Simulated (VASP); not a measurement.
O: single point with PBEsol

O:

```
CELL_PARAMETERS angstrom
2.85140 -1.66242 0.00000
2.85140 1.66242 0.00000
-2.39449 0.00000 3.50117
ATOMIC_POSITIONS crystal
O 0.97455 0.97455 0.84443
O 0.02545 0.02545 0.15557
```

* Program: VASP 6.6.1
* Task: single point
* Functional: PBEsol
* Potentials or basis: VASP PAW PBE potentials, release 64 (O)
* Cutoff: 520 eV
* k mesh: 8 × 8 × 6
* Occupations: fermi-dirac, width 0.05 eV
* Spin: no spin polarisation
* Dipole correction: no
* Further INCAR settings: ALGO = Normal; EDIFF = 1e-06; NBANDS = 13

The pressure is 5.2 GPa and the largest force is 4.174 eV/Å. The band gap on the k mesh is zero (bands 6 and 7 overlap by 0.34 eV).

Forces in eV/Å, atoms in the order of the input:
```
O    1.548  0.000 -3.876
O   -1.548  0.000  3.876
```

Stress tensor (GPa, compression positive):
```
 3.34  0.00 -8.16
 0.00 -4.01  0.00
-8.16  0.00 16.41
```

Levels at points of the mesh, in eV from the Fermi level:
```csv
k point,band 3,band 4,band 5,band 6,band 7,band 8,band 9,band 10
"(0.00, 0.00, 0.00)",-8.34,-7.06,-7.02,-0.15,0.16,6.46,11.69,14.63
"(0.50, 0.00, 0.00)",-8.15,-7.78,-7.17,-0.33,0.20,9.63,11.04,11.75
"(0.50, 0.50, 0.00)",-8.05,-7.51,-7.41,0.04,0.42,10.21,10.65,11.25
"(0.00, 0.00, 0.50)",-7.29,-7.16,-7.15,0.12,0.33,7.23,8.01,12.74
"(0.50, 0.00, 0.50)",-7.90,-7.34,-7.34,-0.63,0.16,8.93,10.37,12.56
"(0.50, 0.50, 0.50)",-7.90,-7.60,-7.27,-0.32,0.03,8.35,10.42,12.12
```

Run time: 19 s on 1 thread of Intel(R) Xeon(R) 6975P-C (Granite Rapids) (shared host), peak memory 0.17 GiB.

Caveat: the standard files for N, O and F lose accuracy on very short bonds; spin is off for a triplet molecule; the cell stands under pressure; this functional lacks dispersion, which holds the molecules together, so the pressure and a relaxed volume are unreliable; the PAW data sets were made with another functional, which shifts forces and pressure a little.
